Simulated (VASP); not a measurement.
Wanted: the native input for a VASP 6.6.1 run.

```yaml
Task: single point
Functional: r2SCAN
Dispersion: D3(BJ)
Potentials_or_basis: VASP PAW PBE potentials, release 64 (Se)
Cutoff: 520 eV
k_mesh: 13 × 13 × 13
Occupations: methfessel-paxton, width 0.1 eV
Spin: no spin polarisation
Dipole_correction: no
Further_INCAR_settings: ALGO = Normal; EDIFF = 1e-06; NBANDS = 9
```

Crystal: Se.

```xyz
1
Lattice="1.9566 1.1296 0.8961 -1.9566 1.1296 0.8961 0.0000 -2.2592 0.8961" Properties=species:S:1:pos:R:3 pbc="T T T"
Se    0.0000    0.0000    0.0000
```

One way to write it, as run:

POSCAR

```
Se
1.0
    1.9565629869      1.1296229110      0.8961261759
   -1.9565629869      1.1296229110      0.8961261759
    0.0000000000     -2.2592458219      0.8961261759
Se
1
Direct
    0.0000000000      0.0000000000      0.0000000000
```

INCAR.step1

```
  PREC = Accurate
  ENCUT = 520
  ISMEAR = 1
  SIGMA = 0.1
  LREAL = F
  LASPH = T
  NELM = 80
  NBANDS = 9
  GGA = PE
  ALGO = Normal
  EDIFF = 1E-4
  LWAVE = T
  LCHARG = F
```

INCAR.step2

```
  PREC = Accurate
  ENCUT = 520
  EDIFF = 1E-6
  ISMEAR = 1
  SIGMA = 0.1
  LREAL = F
  LASPH = T
  NELM = 80
  ALGO = Normal
  ISIF = 2
  LWAVE = F
  LCHARG = F
  METAGGA = R2SCAN
  LMIXTAU = T
  IVDW = 12
  VDW_S6 = 1.0
  VDW_S8 = 0.78981345
  VDW_A1 = 0.49484001
  VDW_A2 = 5.73083694
  NBANDS = 9
  ISTART = 1
```

KPOINTS

```
Automatic mesh
0
Gamma
  13 13 13
```

Potentials or basis: VASP PAW PBE potentials, release 64 (Se).

Launch:

```console
$ cat potpaw_PBE.64/Se/POTCAR > POTCAR
$ cp INCAR.step1 INCAR
$ mpirun -np 1 vasp_std > vasp.out
$ cp INCAR.step2 INCAR
$ mpirun -np 1 vasp_std > vasp.out
```

It gave:

The pressure is 129.5 GPa, the band gap on the k mesh is zero (band 3 reaches 21.45 eV, above the bottom of band 4 at 6.83 eV) and the dispersion energy per atom is -0.350 eV.

Caveat: the PAW data sets were made with another functional, which shifts forces and pressure a little; pairwise dispersion overbinds metals, which lowers pressure and volume.

Run time: 38 s on 1 thread of Intel(R) Xeon(R) Platinum 8488C (Sapphire Rapids), on a shared host, peak memory 0.15 GiB.
